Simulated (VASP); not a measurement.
# MgS (Fm-3m) in VASP: notebook

MgS is run at these levels: PBE, PBE0; tasks: single point.

Everything below comes from runs of VASP 6.6.1. Logs are shortened: lines on timing, memory, paths and dates and some standing lists are left out, and cuts for length are marked.

## 1. The cell of the first run

The structure is cubic, space group Fm-3m (No. 225). The conventional cell has a = 5.203 Å, b = 5.203 Å, c = 5.203 Å, α = 90.00°, β = 90.00°, γ = 90.00°. Mg (site symmetry m-3m) has 6 S at 2.60 Å within 3.4 Å. S (site symmetry m-3m) has 6 Mg at 2.60 Å within 3.4 Å.

## 2. Single point, PBE

The input, INCAR:

```
SYSTEM = MgS
  ALGO = Normal
  EDIFF = 1E-7
  ENCUT = 520
  GGA = PE
  ISIF = 2
  ISMEAR = 0
  LASPH = .TRUE.
  LCHARG = .TRUE.
  LELF = .TRUE.
  LREAL = .FALSE.
  LVHAR = .TRUE.
  LWAVE = .FALSE.
  NBANDS = 11
  NELM = 100
  PREC = Accurate
  SIGMA = 0.05
```

The input, KPOINTS:

```
k-points
0
G
  4 4 4
  0 0 0
```

The input, POSCAR:

```
MgS
1.0
    0.0000000000      2.6016508254      2.6016508254
    2.6016508254      0.0000000000      2.6016508254
    2.6016508254      2.6016508254      0.0000000000
Mg S
1 1
Direct
    0.0000000000      0.0000000000      0.0000000000
    0.5000000000      0.5000000000      0.5000000000
```

Potentials or basis: VASP PAW PBE potentials, release 64 (Mg, S).

On the command line:

```sh
cat potpaw_PBE.64/Mg/POTCAR potpaw_PBE.64/S/POTCAR > POTCAR
mpirun -np 1 vasp_std > vasp.out
```

OUTCAR:

```text
SYSTEM = MgS
   EDIFF = 1E-7
   ENCUT = 520
   GGA = PE
   ISIF = 2
   ISMEAR = 0
   LASPH = .TRUE.
   LREAL = .FALSE.
   NELM = 100
   PREC = Accurate

 ion  position               nearest neighbor table
   1  0.000  0.000  0.000-   2 2.60   2 2.60   2 2.60   2 2.60   2 2.60   2 2.60
   2  0.500  0.500  0.500-   1 2.60   1 2.60   1 2.60   1 2.60   1 2.60   1 2.60

  LATTYP: Found a face centered cubic cell.
 ALAT       =     5.2033016508

  Lattice vectors:

 A1 = (   0.0000000000,   2.6016508254,   2.6016508254)
 A2 = (   2.6016508254,   0.0000000000,   2.6016508254)
 A3 = (   2.6016508254,   2.6016508254,   0.0000000000)

Analysis of symmetry for initial positions (statically):
=====================================================================
 Subroutine PRICEL returns:
 Original cell was already a primitive cell.

 Routine SETGRP: Setting up the symmetry group for a
 face centered cubic supercell.

 Subroutine GETGRP returns: Found 48 space group operations
 (whereof 48 operations were pure point group operations)
 out of a pool of 48 trial point group operations.

The static configuration has the point symmetry O_h .

Analysis of symmetry for dynamics (positions and initial velocities):
=====================================================================
 Subroutine PRICEL returns:
 Original cell was already a primitive cell.

 Routine SETGRP: Setting up the symmetry group for a
 face centered cubic supercell.

 Subroutine GETGRP returns: Found 48 space group operations
 (whereof 48 operations were pure point group operations)
 out of a pool of 48 trial point group operations.

The dynamic configuration has the point symmetry O_h .

 Subroutine INISYM returns: Found 48 space group operations
 (whereof 48 operations are pure point group operations),
 and found     1 'primitive' translations

----------------------------------------------------------------------------------------

                                     Primitive cell

  volume of cell :      35.2190

  direct lattice vectors                    reciprocal lattice vectors
     0.000000000  2.601650825  2.601650825    -0.192185667  0.192185667  0.192185667
     2.601650825  0.000000000  2.601650825     0.192185667 -0.192185667  0.192185667
     2.601650825  2.601650825  0.000000000     0.192185667  0.192185667 -0.192185667

  length of vectors
     3.679289882  3.679289882  3.679289882     0.332875340  0.332875340  0.332875340

[... 70 lines left out ...]
   ISYM   =      2    0-nonsym 1-usesym 2-fastsym
   POTIM  = 0.5000    time-step for ionic-motion
   TEBEG  =    0.0;   TEEND  =   0.0 temperature during run
   PSTRESS=    0.0 pullay stress
   NELECT =       8.0000    total number of electrons
   NUPDOWN=      -1.0000    fix difference up-down
   EMIN   =  10.00;   EMAX   =-10.00  energy-range for DOS
   EFERMI =   0.00;   METHOD = LEGACY
   ISMEAR =     0;   SIGMA  =   0.05  broadening in eV -4-tet -1-fermi 0-gaus
   EFERMI_NEDOS =   21; number of points for ismear=-14 and -15
   IALGO  =     38    algorithm
   IMIX   =      4    mixing-type and parameters
     AMIX     =   0.40;   BMIX     =  1.00
     AMIX_MAG =   1.60;   BMIX_MAG =  1.00
  volume/ion in A,a.u.               =      17.61       118.83
  Fermi-wavevector in a.u.,A,eV,Ry     =   0.998878  1.887606 13.575314  0.997757
  Thomas-Fermi vector in A             =   2.131131
   LORBIT       =      0    0 simple, 1 ext, 2 COOP (PROOUT), +10 PAW based schemes
   GGA     = PE    functional components
   LHFCALC =     F    Hartree Fock is set to
   AEXX    =    0.0000 exact exchange contribution
   IVDW    =     0    specifies the selected vdW correction
   LEPSILON=     F    determine dielectric tensor
   LRPA    =     F    only Hartree local field effects (RPA)
 non-spin polarized calculation
 Gauss-broadening in eV      SIGMA  =   0.05
  energy-cutoff  :      520.00
  volume of cell :       35.22
 maximum number of plane-waves:       960
   NGX = 13   NGY = 13   NGZ = 13

 number of electron       8.0000000 magnetization

 Free energy of the ion-electron system (eV)
  ---------------------------------------------------
  ext. energy  EPLUGINS =         0.00000000
  ---------------------------------------------------
  free energy    TOTEN  =        -8.45400210 eV

  energy without entropy =       -8.45400210  energy(sigma->0) =       -8.45400210

 E-fermi :   3.9893     XC(G=0):  -9.6800

 val. band max:        3.7537937705   @ k =   0.0000   0.0000   0.0000
 cond. band min:       6.5041146211   @ k =   0.5000   0.5000   0.0000
 fundamental gap:      2.7503208505
 Fermi energy:         3.9892565801

 k-point     1 :       0.0000    0.0000    0.0000
  band No.  band energies     occupation
      1      -8.9143      2.00000
      2       3.7538      2.00000
      3       3.7538      2.00000
      4       3.7538      2.00000
      5       7.4525      0.00000
      6      11.6897      0.00000
      7      11.6897      0.00000
      8      11.6897      0.00000
      9      14.0860      0.00000
     10      14.0860      0.00000
     11      16.2744      0.00000
[... 85 lines left out ...]
 k-point     8 :      -0.2500    0.5000    0.2500
  band No.  band energies     occupation
      1      -7.1865      2.00000
      2       0.5174      2.00000
      3       0.5174      2.00000
      4       1.3869      2.00000
      5       8.9858      0.00000
      6      11.7008      0.00000
      7      11.7008      0.00000
      8      11.8017      0.00000
      9      18.0763      0.00000
     10      18.0763      0.00000
     11      19.4472      0.00000

------------------------ aborting loop because EDIFF is reached ----------------------------------------

  FORCE on cell =-STRESS in cart. coord.  units (eV):
  Direction    XX          YY          ZZ          XY          YZ          ZX
  --------------------------------------------------------------------------------------
  -------------------------------------------------------------------------------------
  Total        0.2713685      0.2713685      0.2713685     -0.0000000      0.0000000     -0.0000000
  in kB       12.3450540     12.3450540     12.3450540     -0.0000000      0.0000000     -0.0000000
  external PRESSURE =      12.3450540 kB  Pullay stress =       0.0000000 kB

 VOLUME and BASIS-vectors are now :
 -----------------------------------------------------------------------------
  energy-cutoff  :      520.00
  volume of cell :       35.22
      direct lattice vectors                 reciprocal lattice vectors
     0.000000000  2.601650825  2.601650825    -0.192185667  0.192185667  0.192185667
     2.601650825  0.000000000  2.601650825     0.192185667 -0.192185667  0.192185667
     2.601650825  2.601650825  0.000000000     0.192185667  0.192185667 -0.192185667

 POSITION                                       TOTAL-FORCE (eV/Angst)
 -----------------------------------------------------------------------------------
      0.00000      0.00000      0.00000        -0.000000     -0.000000     -0.000000
      2.60165      2.60165      2.60165         0.000000      0.000000      0.000000
 -----------------------------------------------------------------------------------
    total drift:                                0.000000      0.000000      0.000000

  FREE ENERGIE OF THE ION-ELECTRON SYSTEM (eV)
  ---------------------------------------------------
  free  energy   TOTEN  =        -8.4540020968 eV

  energy  without entropy=       -8.4540020968  energy(sigma->0) =       -8.45400210
```

stdout:

```text
POSCAR found type information on POSCAR MgS
 POSCAR found :  2 types and       2 ions
 scaLAPACK will be used
 LDA part: xc-table for (Slater+PW92), standard interpolation
 POSCAR, INCAR and KPOINTS ok, starting setup
 FFT: planning ... GRIDC
 FFT: planning ... GRID_SOFT
 FFT: planning ... GRID
 WAVECAR not read
 entering main loop
```

Wall time 3 s (1 thread of Intel Xeon 6975P-C (Granite Rapids), shared host); peak memory 0.15 GiB.

What came out:

```
Free energy            : -8.4540 eV
Pressure               : 1.2 GPa
Band gap on the k mesh : 2.75 eV, indirect (least direct gap 3.70 eV)
```

Caveat: the k points lie up to 0.52 Å⁻¹ apart. A k mesh can miss the band edges.

## 3. Single point, PBE0

POSCAR is that of step 2.

The input, INCAR.step1:

```
PREC = Accurate ; ENCUT = 520
EDIFF = 1E-5 ; ISMEAR = 0
SIGMA = 0.05 ; LREAL = F
LASPH = T ; NELM = 60
ALGO = Normal ; ISIF = 2
LWAVE = T ; LCHARG = F
GGA = PE ; NBANDS = 11
```

The input, INCAR.step2:

```
PREC = Accurate ; ENCUT = 520
EDIFF = 1E-6 ; ISMEAR = 0
SIGMA = 0.05 ; LREAL = F
LASPH = T ; NELM = 60
ALGO = Normal ; ISIF = 2
LWAVE = F ; LCHARG = F
GGA = PE ; LHFCALC = T
AEXX = 0.25 ; PRECFOCK = Normal
ISTART = 1 ; NBANDS = 11
```

The input, KPOINTS:

```
Automatic mesh
0
Gamma
  4 4 4
```

Potentials or basis: VASP PAW PBE potentials, release 64 (Mg, S).

On the command line:

```sh
cat potpaw_PBE.64/Mg/POTCAR potpaw_PBE.64/S/POTCAR > POTCAR
cp INCAR.step1 INCAR
mpirun -np 1 vasp_std > vasp.out
cp INCAR.step2 INCAR
mpirun -np 1 vasp_std > vasp.out
```

Wall time 51 s (1 thread of Intel Xeon 6975P-C (Granite Rapids), shared host); peak memory 0.16 GiB.

The run converged. Its results:

```yaml
Free_energy: -10.4342 eV
Pressure: -0.5 GPa
Band_gap_on_the_k_mesh: 4.52 eV, indirect (least direct gap 5.57 eV)
```

Levels at points of the mesh, in eV from the valence-band top:
| k point | band 2 | band 3 | band 4 | band 5 | band 6 | band 7 |
| --- | --- | --- | --- | --- | --- | --- |
| (0.00, 0.00, 0.00) | 0.00 | 0.00 | 0.00 | 5.57 | 9.89 | 9.89 |
| (0.50, 0.00, 0.00) | -5.30 | -0.65 | -0.65 | 6.32 | 8.83 | 8.83 |
| (0.50, 0.50, 0.00) | -4.62 | -1.85 | -1.85 | 4.52 | 6.10 | 14.31 |

Caveat: the k points lie up to 0.52 Å⁻¹ apart; the PAW data sets were made with another functional, which shifts forces and pressure a little.
